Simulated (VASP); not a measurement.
Write the native input for VASP 6.6.1 that does the following.

```
Task                   : single point
Functional             : r2SCAN
Potentials or basis    : VASP PAW PBE potentials, release 64 (Os)
Cutoff                 : 520 eV
k mesh                 : 9 × 9 × 5
Occupations            : fermi-dirac, width 0.05 eV
Spin                   : no spin polarisation
Dipole correction      : no
Further INCAR settings : ALGO = Normal; EDIFF = 1e-07; NBANDS = 15
```

The system is Os.

```
Os
1.0
     2.73558    0.00000    0.00000
    -1.36779    2.36908    0.00000
     0.00000    0.00000    4.32203
Os
2
Cartesian
  0.0000 1.5794 1.0805
  1.3678 0.7897 3.2415
```

The input as run:

POSCAR

```
Os
1.0
    2.7355762030      0.0000000000      0.0000000000
   -1.3677881015      2.3690784858      0.0000000000
    0.0000000000      0.0000000000      4.3220323046
Os
2
Direct
    0.3333333333      0.6666666667      0.2500000000
    0.6666666667      0.3333333333      0.7500000000
```

INCAR.step1

```
PREC = Accurate
ENCUT = 520
ISMEAR = -1
SIGMA = 0.05
LREAL = F
LASPH = T
NELM = 60
NBANDS = 15
GGA = PE
ALGO = Normal
EDIFF = 1E-4
LWAVE = T
LCHARG = F
```

INCAR.step2

```
PREC = Accurate
ENCUT = 520
EDIFF = 1E-7
ISMEAR = -1
SIGMA = 0.05
LREAL = F
LASPH = T
NELM = 60
ALGO = Normal
ISIF = 2
LWAVE = F
LCHARG = F
METAGGA = R2SCAN
LMIXTAU = T
NBANDS = 15
ISTART = 1
```

KPOINTS

```
Automatic mesh
0
Gamma
  9 9 5
```

Potentials or basis: VASP PAW PBE potentials, release 64 (Os).

The run is started by

```sh
$ cat potpaw_PBE.64/Os/POTCAR > POTCAR
$ cp INCAR.step1 INCAR
$ mpirun -np 1 vasp_std > vasp.out
$ cp INCAR.step2 INCAR
$ mpirun -np 1 vasp_std > vasp.out
```

It gave:

```
Pressure               : 1.0 GPa
Band gap on the k mesh : zero (band 8 reaches 11.34 eV, above the bottom of band 9 at 7.36 eV)
```

Caveat: the PAW data sets were made with another functional, which shifts forces and pressure a little; spin-orbit coupling is left out, which moves the levels of the heavy elements.

Wall time 120 s on 1 thread of AMD EPYC 7R13, with other jobs on the host, peak memory 0.12 GiB.
